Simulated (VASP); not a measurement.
# Si (Cmcm) in VASP: single point with HSE06

Aim: the single point of Si with HSE06.

All numbers are computed with VASP 6.6.1; they aren't measurements. Logs are shortened: lines on timing, memory, paths and dates and some standing lists are left out, and cuts for length are marked.

## 1. The cell of the first run

The structure is orthorhombic, space group Cmcm (No. 63). The conventional cell has a = 3.904 Å, b = 6.637 Å, c = 6.341 Å, α = 90.00°, β = 90.00°, γ = 90.00°. Si (site symmetry m) has 4 Si at 2.36 to 2.38 Å within 3.1 Å.

## 2. Single point, HSE06 (uniaxial x strain +1.9%)

POSCAR reads:

```
Si
1.0
    3.9037903638      0.0000000000      0.0000000000
   -1.9518951819      3.3187215334      0.0000000000
    0.0000000000      0.0000000000      6.3412168871
Si
4
Direct
    0.3324867256      0.6649734512     -0.0000249557
    0.6675132744      0.3350265488      0.4999750443
    0.3324867256      0.6649734512      0.3750249557
    0.6675132744      0.3350265488      0.8750249557
```

INCAR.step1 reads:

```
PREC = Accurate
ENCUT = 520
EDIFF = 1E-5
ISMEAR = 0
SIGMA = 0.01
LREAL = False
LASPH = True
NELM = 80
ALGO = Normal
ISIF = 2
LWAVE = True
GGA = PE
NBANDS = 16
KPAR = 2
```

INCAR.step2 reads:

```
PREC = Accurate
ENCUT = 520
EDIFF = 1E-6
ISMEAR = 0
SIGMA = 0.01
LREAL = False
LASPH = True
NELM = 80
ALGO = Normal
ISIF = 2
LWAVE = False
LCHARG = True
GGA = PE
LHFCALC = True
HFSCREEN = 0.2079
PRECFOCK = Normal
LVHAR = True
ISTART = 1
NBANDS = 16
KPAR = 2
```

KPOINTS reads:

```
Automatic mesh
0
Gamma
  6 6 4
```

Potentials or basis: VASP PAW PBE potentials, release 64 (Si).

Run with:

```
> cat potpaw_PBE.64/Si/POTCAR > POTCAR
> cp INCAR.step1 INCAR
> mpirun -np 2 vasp_std > vasp.out
> cp INCAR.step2 INCAR
> mpirun -np 2 vasp_std > vasp.out
```

OUTCAR:

```text
PREC = Accurate
   ENCUT = 520
   EDIFF = 1E-6
   ISMEAR = 0
   LREAL = False
   LASPH = True
   NELM = 80
   ISIF = 2
   GGA = PE
   LHFCALC = True
   HFSCREEN = 0.2079
   PRECFOCK = Normal
   ISTART = 1

 ion  position               nearest neighbor table
   1  0.332  0.665  1.000-   4 2.36   4 2.37   4 2.37   3 2.38
   2  0.668  0.335  0.500-   3 2.36   3 2.37   3 2.37   4 2.38
   3  0.332  0.665  0.375-   2 2.36   2 2.37   2 2.37   1 2.38
   4  0.668  0.335  0.875-   1 2.36   1 2.37   1 2.37   2 2.38

  Warning from LATTYP: Monoclinic adjustment (A1->A3, A2->A1, A3->A2)!
  LATTYP: Found a base centered orthorhombic cell.
 ALAT       =     3.9037903638
 B/A-ratio  =     1.7002560200
 C/A-ratio  =     1.6243743378

  Lattice vectors:

 A1 = (   1.9518951819,  -3.3187215334,   0.0000000000)
 A2 = (   1.9518951819,   3.3187215334,   0.0000000000)
 A3 = (   0.0000000000,   0.0000000000,   6.3412168871)

Analysis of symmetry for initial positions (statically):
=====================================================================
 Subroutine PRICEL returns:
 Original cell was already a primitive cell.

 Routine SETGRP: Setting up the symmetry group for a
 base centered orthorhombic supercell.

 Subroutine GETGRP returns: Found  8 space group operations
 (whereof  2 operations were pure point group operations)
 out of a pool of  8 trial point group operations.

The static configuration has the point symmetry C_1h.
 The point group associated with its full space group is D_2h.

Analysis of symmetry for dynamics (positions and initial velocities):
=====================================================================
 Subroutine PRICEL returns:
 Original cell was already a primitive cell.

 Routine SETGRP: Setting up the symmetry group for a
 base centered orthorhombic supercell.

 Subroutine GETGRP returns: Found  8 space group operations
 (whereof  2 operations were pure point group operations)
 out of a pool of  8 trial point group operations.

The dynamic configuration has the point symmetry C_1h.
 The point group associated with its full space group is D_2h.

 Subroutine INISYM returns: Found  8 space group operations
 (whereof  2 operations are pure point group operations),
 and found     1 'primitive' translations

----------------------------------------------------------------------------------------

                                     Primitive cell

  volume of cell :      82.1542

  direct lattice vectors                    reciprocal lattice vectors
     3.903790364  0.000000000  0.000000000     0.256161296  0.150660426  0.000000000
    -1.951895182  3.318721533  0.000000000     0.000000000  0.301320852  0.000000000
     0.000000000  0.000000000  6.341216887     0.000000000  0.000000000  0.157698438

  length of vectors
     3.903790364  3.850169791  6.341216887     0.297182055  0.301320852  0.157698438

  position of ions in fractional coordinates (direct lattice)
     0.332486726  0.664973451  0.999975044
     0.667513274  0.335026549  0.499975044
     0.332486726  0.664973451  0.375024956
     0.667513274  0.335026549  0.875024956

  ion indices of the primitive-cell ions
   primitive index   ion index
                 1           1
                 2           2
                 3           3
                 4           4

----------------------------------------------------------------------------------------

 KPOINTS: Automatic mesh

Automatic generation of k-mesh.
 Grid dimensions read from file:
 generate k-points for:    6    6    4

 Generating k-lattice:

  Cartesian coordinates                     Fractional coordinates (reciprocal lattice)
     0.042693549  0.025110071  0.000000000     0.166666667  0.000000000  0.000000000
     0.000000000  0.050220142  0.000000000     0.000000000  0.166666667  0.000000000
     0.000000000  0.000000000  0.039424610     0.000000000  0.000000000  0.250000000

  Length of vectors
     0.049530342  0.050220142  0.039424610

  Shift w.r.t. Gamma in fractional coordinates (k-lattice)
     0.000000000  0.000000000  0.000000000

 Subroutine IBZKPT returns following result:
 ===========================================

 Found     39 irreducible k-points:

 Following reciprocal coordinates:
            Coordinates               Weight
  0.000000  0.000000  0.000000      1.000000
  0.166667 -0.000000  0.000000      4.000000
  0.333333 -0.000000  0.000000      4.000000
  0.500000 -0.000000  0.000000      2.000000
  0.000000  0.166667  0.000000      2.000000
  0.166667  0.166667  0.000000      4.000000
[... 16 lines left out ...]
  0.000000  0.333333  0.250000      4.000000
  0.166667  0.333333  0.250000      8.000000
 [... further k-points ...]
   k-points           NKPTS =     39   k-points in BZ     NKDIM =    144   number of bands    NBANDS=     16
   number of dos      NEDOS =    301   number of ions     NIONS =      4
   total plane-waves  NPLWV =  43200
   dimension x,y,z NGX =    30 NGY =   30 NGZ =   48
   dimension x,y,z NGXF=    60 NGYF=   60 NGZF=   96
   ions per type =               4
   NGX,Y,Z   is equivalent  to a cutoff of  12.78, 12.95, 12.58 a.u.
   NGXF,Y,Z  is equivalent  to a cutoff of  25.55, 25.91, 25.17 a.u.
 SYSTEM =  unknown system
   PREC   = accura    normal or accurate (medium, high low for compatibility)
   ISTART =      1    job   : 0-new  1-cont  2-samecut
   ICHARG =      0    charge: 1-file 2-atom 10-const
   ISPIN  =      1    spin polarized calculation?
   LNONCOLLINEAR =      F non collinear calculations
   LSORBIT =      F    spin-orbit coupling
   LASPH  =      T    aspherical Exc in radial PAW
   ENCUT  =  520.0 eV  38.22 Ry    6.18 a.u.   7.26  7.16 11.79*2*pi/ulx,y,z
   NELM   =     80;   NELMIN=  2; NELMDL=  0     # of ELM steps
   EDIFF  = 0.1E-05   stopping-criterion for ELM
   LREAL  =      F    real-space projection
   EDIFFG = 0.1E-04   stopping-criterion for IOM
   NSW    =      0    number of steps for IOM
   IBRION =     -1    ionic relax: 0-MD 1-quasi-New 2-CG
   NFREE  =      0    steps in history (QN), initial steepest desc. (CG)
   ISIF   =      2    stress and relaxation
   ISYM   =      3    0-nonsym 1-usesym 2-fastsym
   POTIM  = 0.5000    time-step for ionic-motion
   TEBEG  =    0.0;   TEEND  =   0.0 temperature during run
   PSTRESS=    0.0 pullay stress
   NELECT =      16.0000    total number of electrons
   NUPDOWN=      -1.0000    fix difference up-down
   EMIN   =  10.00;   EMAX   =-10.00  energy-range for DOS
   EFERMI =   0.00;   METHOD = LEGACY
   ISMEAR =     0;   SIGMA  =   0.01  broadening in eV -4-tet -1-fermi 0-gaus
   EFERMI_NEDOS =   21; number of points for ismear=-14 and -15
   IALGO  =     38    algorithm
   IMIX   =      1    mixing-type and parameters
     AMIX     =   0.40;   BMIX     =  1.00
     AMIX_MAG =   1.60;   BMIX_MAG =  1.00
  volume/ion in A,a.u.               =      20.54       138.60
  Fermi-wavevector in a.u.,A,eV,Ry     =   0.948939  1.793234 12.251839  0.900485
  Thomas-Fermi vector in A             =   2.077175
   LORBIT       =      0    0 simple, 1 ext, 2 COOP (PROOUT), +10 PAW based schemes
   GGA     = PE    functional components
   LHFCALC =     T    Hartree Fock is set to
   PRECFOCK=normal    Normal, Fast or Accurate (Low or Medium for compatibility)
   ENCUT4O =  -1.0   cutoff for four orbital integrals eV
   NKREDX  =     1    reduce k-point grid by
   NKREDY  =     1    reduce k-point grid by
   NKREDZ  =     1    reduce k-point grid by
   AEXX    =    0.2500 exact exchange contribution
   HFSCREEN=    0.2079 screening length (either q_TF or 0.3 A-1)
   HFSCREENC=   0.2079 screening length for correlation (either q_TF or 0.3 A-1)
   ENCUTFOCK=  -1.0 apply spherical cutoff to Coloumb kernel
   IVDW    =     0    specifies the selected vdW correction
   LEPSILON=     F    determine dielectric tensor
   LRPA    =     F    only Hartree local field effects (RPA)
 non-spin polarized calculation
 Gauss-broadening in eV      SIGMA  =   0.01
  energy-cutoff  :      520.00
  volume of cell :       82.15
 maximum number of plane-waves:      2226
 NGX is ok and might be reduce to    30
  NGX = 24; NGY = 24; NGZ = 36

 number of electron      16.0000000 magnetization

 Free energy of the ion-electron system (eV)
  ---------------------------------------------------
  ext. energy  EPLUGINS =         0.00000000
  ---------------------------------------------------
  free energy    TOTEN  =       -25.01360109 eV

  energy without entropy =      -25.01360109  energy(sigma->0) =      -25.01360109

 E-fermi :   5.6345     XC(G=0):  -7.7648

 val. band max:        5.5495720727   @ k =   0.0000   0.0000   0.0000
 cond. band min:       6.3212444208   @ k =   0.0000   0.5000   0.0000
 fundamental gap:      0.7716723481
 Fermi energy:         5.6345334923

 k-point     1 :       0.0000    0.0000    0.0000
  band No.  band energies     occupation
      1      -7.8956      2.00000
      2      -5.3643      2.00000
      3      -2.3650      2.00000
      4       3.7303      2.00000
      5       3.8832      2.00000
      6       5.1810      2.00000
[... 8 lines left out ...]
     15      10.6111      0.00000
     16      12.1899      0.00000

 k-point     2 :       0.1667   -0.0000    0.0000
  band No.  band energies     occupation
      1      -7.5508      2.00000
      2      -5.0086      2.00000
      3      -2.2266      2.00000
      4       1.8113      2.00000
      5       3.2909      2.00000
      6       3.4655      2.00000
[... 8 lines left out ...]
     15      11.6362      0.00000
     16      12.0141      0.00000

 k-point     3 :       0.3333   -0.0000    0.0000
  band No.  band energies     occupation
      1      -6.5675      2.00000
      2      -3.9852      2.00000
      3      -2.6151      2.00000
      4       0.2315      2.00000
      5       0.6850      2.00000
      6       2.5284      2.00000
[... 8 lines left out ...]
     15      13.3129      0.00000
     16      13.6101      0.00000
[... 362 lines left out ...]
 k-point    23 :       0.0000    0.3333    0.2500
  band No.  band energies     occupation
      1      -6.3082      2.00000
      2      -4.7071      2.00000
      3      -1.8666      2.00000
      4       0.1061      2.00000
      5       0.9620      2.00000
      6       2.5286      2.00000
[... 8 lines left out ...]
     15      13.4451      0.00000
     16      13.7619      0.00000

 k-point    24 :       0.1667    0.3333    0.2500
  band No.  band energies     occupation
      1      -5.4214      2.00000
      2      -3.9895      2.00000
      3      -2.6618      2.00000
      4      -1.0967      2.00000
      5       0.9392      2.00000
      6       1.6913      2.00000
[... 8 lines left out ...]
     15      13.1858      0.00000
     16      13.8507      0.00000

 [... further k-points ...]

------------------------ aborting loop because EDIFF is reached ----------------------------------------

  FORCE on cell =-STRESS in cart. coord.  units (eV):
  Direction    XX          YY          ZZ          XY          YZ          ZX
  --------------------------------------------------------------------------------------
  -------------------------------------------------------------------------------------
  Total       -2.0357258     -0.6905154     -0.7293328      0.0000000      0.0000000      0.0000000
  in kB      -39.7008638    -13.4664789    -14.2234987      0.0000000      0.0000000      0.0000000
  external PRESSURE =     -22.4636138 kB  Pullay stress =       0.0000000 kB

 VOLUME and BASIS-vectors are now :
 -----------------------------------------------------------------------------
  energy-cutoff  :      520.00
  volume of cell :       82.15
      direct lattice vectors                 reciprocal lattice vectors
     3.903790364  0.000000000  0.000000000     0.256161296  0.150660426  0.000000000
    -1.951895182  3.318721533  0.000000000     0.000000000  0.301320852  0.000000000
     0.000000000  0.000000000  6.341216887     0.000000000  0.000000000  0.157698438

 POSITION                                       TOTAL-FORCE (eV/Angst)
 -----------------------------------------------------------------------------------
      0.00000      2.20686      6.34106        -0.000000      0.000813     -0.019652
      1.95190      1.11186      3.17045         0.000000     -0.000813     -0.019652
      0.00000      2.20686      2.37811        -0.000000      0.000813      0.019652
      1.95190      1.11186      5.54872         0.000000     -0.000813      0.019652
 -----------------------------------------------------------------------------------
    total drift:                               -0.000000      0.000000     -0.000000

  FREE ENERGIE OF THE ION-ELECTRON SYSTEM (eV)
  ---------------------------------------------------
  free  energy   TOTEN  =       -25.0136010949 eV

  energy  without entropy=      -25.0136010949  energy(sigma->0) =      -25.01360109
```

It took 45 min on 2 MPI ranks of Intel Xeon Platinum 8259CL at 2.50GHz (Skylake/Cascade Lake), shared host; peak memory 0.34 GiB.

Results:

- Free energy: -25.0136 eV
- Pressure: -2.2 GPa
- Largest force: 0.020 eV/Å
- Band gap on the k mesh: 0.77 eV (least direct gap 1.46 eV)

Forces on the atoms (eV/Å):
```
Si   0.000  0.001 -0.020
Si   0.000 -0.001 -0.020
Si   0.000  0.001  0.020
Si   0.000 -0.001  0.020
```

Levels at points of the mesh, in eV from the valence-band top:
```
           k point  band 5  band 6  band 7  band 8  band 9  band 10  band 11  band 12
(0.00, 0.00, 0.00)   -1.67   -0.37   -0.15    0.00    1.46     2.57     2.71     3.14
(0.50, 0.00, 0.00)   -5.07   -3.32   -3.18   -1.54    0.99     3.08     3.69     3.89
(0.00, 0.50, 0.00)   -5.04   -3.51   -3.14   -1.73    0.77     2.81     3.60     3.72
(0.00, 0.00, 0.50)   -1.16   -1.16   -1.01   -1.01    2.31     2.31     3.60     3.60
(0.50, 0.00, 0.50)   -2.65   -2.65   -2.60   -2.60    1.52     1.52     2.30     2.30
(0.00, 0.50, 0.50)   -2.80   -2.80   -2.62   -2.62    1.35     1.35     2.31     2.31
```

Caveat: the cell differs from its parent crystal (uniaxial x strain +1.9%); the PAW data sets were made with another functional, which shifts forces and pressure a little.
